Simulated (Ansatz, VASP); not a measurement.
## Ag2HCl2: VASP beside Ansatz

```
CELL_PARAMETERS angstrom
3.89662 0.00000 0.00000
0.00000 3.89662 0.00000
0.00000 0.00000 20.14787
ATOMIC_POSITIONS crystal
Ag 0.00000 0.00000 0.19853
Ag 0.50000 0.50000 0.33376
Cl 0.50000 0.50000 0.19853
Cl 0.00000 0.00000 0.33988
H 0.00000 0.50000 0.50367
```

Alike in both runs: task single point; functional PBE; dispersion D3(BJ); k mesh 7 × 7 × 1; occupations gaussian, width 0.05 eV; collinear spin.

|  | VASP | Ansatz |
| --- | --- | --- |
| version | VASP 6.6.1 | Ansatz 0.2.0 |
| potentials or method | VASP PAW PBE potentials, release 64 (Ag, Cl, H), cutoff 520 eV | scalar-relativistic, plane waves, PAW |
| valence electrons in the cell | 37 | 53 |

```csv
,VASP,Ansatz,Ansatz less VASP
gap on the k mesh at the Fermi level (eV),1.11,1.12,+0.005
least direct gap on the mesh (eV),2.55,2.55,+0.003
rms of the force components (eV/Å),0.096,0.096,-0.0006
net moment per atom (μB),0.20,0.20,0.000
size of the moment on the site where the two differ most (μB),0.38,0.95,+0.566
```

Site moments also hang on the region over which each program counts them. VASP's potentials hold 37 valence electrons a cell and Ansatz's 53, so a difference there can come from the potentials and not from the codes.
